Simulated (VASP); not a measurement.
Here is a VASP 6.6.1 calculation.

The input INCAR:

```
  ALGO = Fast
  EDIFF = 1E-7
  EDIFFG = -0.005
  ENCUT = 520
  IBRION = 2
  ISIF = 2
  ISMEAR = 1
  LASPH = True
  LCHARG = False
  LREAL = False
  LWAVE = False
  NELM = 60
  NSW = 80
  PREC = Accurate
  SIGMA = 0.2
```

File KPOINTS:

```
k-points
0
Gamma
  13 13 13
```

POSCAR

```
Cu
1.0
    2.4330683800      0.0000000000      0.0000000000
   -0.7211476517      2.3497415139      0.0000000000
   -0.7179116391     -1.2485755556      2.0041861375
Cu
1
Direct
    0.0000000000      0.5000000000      0.5000000000
```

Potentials or basis: VASP PAW LDA potentials, release 64 (Cu).

Launch:

```sh
$ cat potpaw_LDA.64/Cu/POTCAR > POTCAR
$ mpirun -np 1 vasp_std > vasp.out
```

(1) Predict the band gap on the k mesh.

Results:

(1) zero (an odd number of electrons rules out a gap without spin polarisation).

Caveat: the cell differs from its parent crystal (the cell strained at random).
